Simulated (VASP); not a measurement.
Input of a VASP 6.6.1 run:

The input INCAR:

```
SYSTEM = KI
PREC = Accurate
ENCUT = 520
EDIFF = 1E-6
ISMEAR = 0
SIGMA = 0.05
LREAL = .False.
LASPH = .True.
NELM = 60
ALGO = Normal
ISIF = 2
LWAVE = .False.
LCHARG = .True.
GGA = PE
LELF = .True.
LVHAR = .True.
NBANDS = 15
```

KPOINTS

```
regular mesh
0
Gamma
  6 6 6
  0 0 0
```

Contents of POSCAR:

```
KI
1.0
    0.0000000000      3.0789780270      4.6184670405
    3.0789780270      0.0000000000      4.6184670405
    3.0789780270      3.0789780270      0.0000000000
K I
1 1
Direct
    0.0000000000      0.0000000000      0.0000000000
    0.5000000000      0.5000000000      0.5000000000
```

Potentials or basis: VASP PAW PBE potentials, release 64 (K_sv, I).

Command:

```console
$ cat potpaw_PBE.64/K_sv/POTCAR potpaw_PBE.64/I/POTCAR > POTCAR
$ mpirun -np 1 vasp_std > vasp.out
```

Problem. Estimate the pressure.

Solution. 5.9 GPa.

Problem. Estimate the band gap on the k mesh.

Solution. 3.60 eV, direct.

Stress tensor (GPa, compression positive):
```
 9.21  0.00  0.00
 0.00  9.21  0.00
 0.00  0.00 -0.67
```

Caveat: spin-orbit coupling is left out, which moves the levels of the heavy elements. A k mesh can miss the band edges.
